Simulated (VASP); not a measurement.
Runs of VASP 6.6.1 on OsI. Symmetry: Pm-3m, No. 221, cubic system. The conventional cell has a = 3.840 Å, b = 3.840 Å, c = 3.840 Å, α = 90.00°, β = 90.00°, γ = 90.00°. Within 4.4 Å of Os (site symmetry m-3m) lie 8 I at 3.33 Å and 6 Os at 3.84 Å. Within 4.4 Å of I (site symmetry m-3m) lie 8 Os at 3.33 Å and 6 I at 3.84 Å. 

```tsv
level	spin	U	k mesh	smearing	pressure (GPa)	moment (μB)
PBEsol	non-collinear, zero start, SOC	-	6 × 6 × 6	gaussian 0.05 eV	-19.8	0.00
PBE+U	off	Os d U = 6.2 eV	8 × 8 × 8	gaussian 0.1 eV	(a)	-
PBEsol	non-collinear, zero start, SOC	-	6 × 6 × 6	gaussian 0.005 eV	-20.0	0.00
PBEsol	non-collinear, zero start, SOC	-	6 × 6 × 6	gaussian 0.01 eV	-20.0	0.00
PBEsol	non-collinear, zero start, SOC	-	6 × 6 × 6	gaussian 0.025 eV	-20.0	0.00
```

Alike in all rows: task single point; potentials or basis VASP PAW PBE potentials, release 64 (Os, I); cell as given; cutoff (eV) 520.

Question: Estimate the missing entries.

Answer: (a) -19.7.

Caveats: the cell stands under tension; the PAW data sets were made with another functional, which shifts forces and pressure a little (at least some runs); an odd number of electrons without spin polarisation forces a metal (at least some runs); a magnetic or distorted state may lie lower (at least some runs); U without spin polarisation on a metal has little footing (at least some runs).
